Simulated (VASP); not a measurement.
Write the native input for VASP 6.6.1 that does the following.

```
Task                   : single point
Functional             : PBE
Potentials or basis    : VASP PAW PBE potentials, release 64 (C, Si, Pb_d)
Cutoff                 : 520 eV
k mesh                 : 3 × 3 × 3
Occupations            : gaussian, width 0.1 eV
Spin                   : no spin polarisation
Dipole correction      : no
Further INCAR settings : LREAL = Auto; ALGO = Normal; EDIFF = 1e-07; NBANDS = 56; ISYM = 0
```

The structure of SiPb2C13 lies in POSCAR:

```
SiPb2C13
1.0
   -5.7942066528      5.7938524835      2.5837734997
   -5.9820830284      2.3958971241      6.3798553440
   -2.3961288552      5.9814971280      6.3796236129
C Si Pb
13 1 2
Direct
    0.5040908541     -0.0360375602      0.9624294611
    0.0188207688      0.4753304638     -0.0582091317
    0.0188217490      0.9433524287      0.4737411680
    0.5260153690      0.5691195760      0.0989516677
    0.5259954610      0.1006410291      0.5674913350
    0.5230258185      0.5035246953      0.5019576615
    0.8222107376      1.0994058405      0.3717443482
    0.3570924229      0.7997617788      0.3178149913
    0.8667719881      0.8099720306      0.8083792095
    0.3488192820      0.3908169779      0.3892180694
    0.4410019049      0.9012943397      0.8996717248
    0.8222109499      0.3733586965      1.0977901568
    0.3571180974      0.3193901107      0.7981987178
    0.9666014649      0.3236293137      0.3221098036
    1.0570361633     -0.1283679794     -0.1297771647
   -0.1654172765      0.5688032527      0.5680782376
```

These files were run (other wordings do the same):

INCAR

```
SYSTEM = SiPb2C13
  PREC = Accurate
  ENCUT = 520
  EDIFF = 1E-7
  ISMEAR = 0
  SIGMA = 0.1
  LREAL = Auto
  LASPH = .TRUE.
  NELM = 60
  ALGO = Normal
  ISIF = 2
  LWAVE = .FALSE.
  LCHARG = .FALSE.
  GGA = PE
  ISYM = 0
  NBANDS = 56
```

KPOINTS

```
Automatic mesh
0
G
  3 3 3
  0 0 0
```

Potentials or basis: VASP PAW PBE potentials, release 64 (C, Si, Pb_d).

Run with:

```console
$ cat potpaw_PBE.64/C/POTCAR potpaw_PBE.64/Si/POTCAR potpaw_PBE.64/Pb_d/POTCAR > POTCAR
$ mpirun -np 1 vasp_std > vasp.out
```

It gave:

The pressure is 0.2 GPa. The largest force is 0.052 eV/Å. The band gap on the k mesh is zero (bands 42 and 43 overlap by 0.21 eV).

Caveat: the k points lie up to 0.49 Å⁻¹ apart; spin-orbit coupling is left out, which moves the levels of the heavy elements.

Wall time 11 min on 1 thread of Intel(R) Xeon(R) 6975P-C (Granite Rapids), with other jobs on the host, peak memory 0.68 GiB.
